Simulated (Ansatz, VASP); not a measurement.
One calculation of ZnCu, two programs

File INCAR:

```
SYSTEM = ZnCu
PREC = Accurate
ENCUT = 520
EDIFF = 1E-7
ISMEAR = 0
SIGMA = 0.15
LREAL = .FALSE.
LASPH = .TRUE.
NELM = 100
ALGO = Fast
ISIF = 2
LWAVE = .FALSE.
LCHARG = .FALSE.
GGA = PE
NBANDS = 18
```

Contents of KPOINTS:

```
Automatic mesh
0
G
  18 18 18
  0 0 0
```

The input POSCAR:

```
ZnCu
1.0
    2.8529078066      0.0000000000      0.0000000000
    0.0000000000      2.8529078066      0.0000000000
    0.0000000000      0.0000000000      3.1381985873
Zn Cu
1 1
Direct
    0.5000000000      0.5000000000      0.5000000000
    0.0000000000      0.0000000000      0.0000000000
```

Input for Ansatz:

```yaml
crystal:
  lattice:
    - [2.8529078066, 0.0, 0.0]
    - [0.0, 2.8529078066, 0.0]
    - [0.0, 0.0, 3.1381985873]
  atoms:
    - { symbol: Zn, position: [0.5, 0.5, 0.5] }
    - { symbol: Cu, position: [0.0, 0.0, 0.0] }
basis:
  ecutwfc: 420
kpoints:
  mp_grid: { grid: [18, 18, 18] }
hamiltonian:
  xc: pbe
scf:
  occupations: { method: gaussian, width: 0.15 }
output:
  forces: true
  stress: true
  eigenvalues: true
```

Alike in both runs: task single point; functional PBE; k mesh 18 × 18 × 18; occupations gaussian, width 0.15 eV; no spin polarisation.

|  | VASP | Ansatz |
| --- | --- | --- |
| version | VASP 6.6.1 | Ansatz 0.2.0 |
| potentials or method | VASP PAW PBE potentials, release 64 (Zn, Cu), cutoff 520 eV | scalar-relativistic, plane waves, PAW |
| valence electrons in the cell | 23 | 31 |

|  | VASP | Ansatz | Ansatz less VASP |
| --- | --- | --- | --- |
| gap on the k mesh at the Fermi level (eV) | none | none | - |
| pressure (GPa) | 3.0 | 2.4 | -0.62 |
| traceless stress, the component that is largest in VASP (GPa) | -0.16 | -0.14 | +0.019 |

A gap of «none» marks a metal or a gap that the smearing closes. The functional is the same, so the differences come from potentials, cutoffs and numerics. VASP's potentials hold 23 valence electrons a cell and Ansatz's 31, so a difference there can come from the potentials and not from the codes.
